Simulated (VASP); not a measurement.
InSb:

```xyz
2
Lattice="0.0000 3.2795 3.2795 3.2795 0.0000 3.2795 3.2795 3.2795 0.0000" Properties=species:S:1:pos:R:3 pbc="T T T"
In    0.0000    0.0000    0.0000
Sb    1.6398    1.6398    1.6398
```

Base run:

| Quantity | Value |
| --- | --- |
| Program | VASP 6.6.1 |
| Functional | HSE06 |
| Potentials or basis | VASP PAW PBE potentials, release 64 (In_d, Sb) |
| Cutoff | 520 eV |
| k mesh | 4 × 4 × 4 |
| Occupations | fermi-dirac, width 0.02 eV |
| Spin | no spin polarisation |

Its results: band gap on the k mesh 0.32 eV; pressure -0.6 GPa.

Task: The run is repeated on the same cell with these changes: functional from HSE06 to PBE. What comes out?

Result: Band gap on the k mesh zero (filled and empty bands touch); pressure 1.8 GPa.

Caveats: some runs use coarse meshes; spin-orbit coupling is left out, which moves the levels of the heavy elements; the PAW data sets were made with another functional, which shifts forces and pressure a little (at least some runs); semilocal functionals underestimate gaps, so a narrow gap can read as zero (at least some runs).

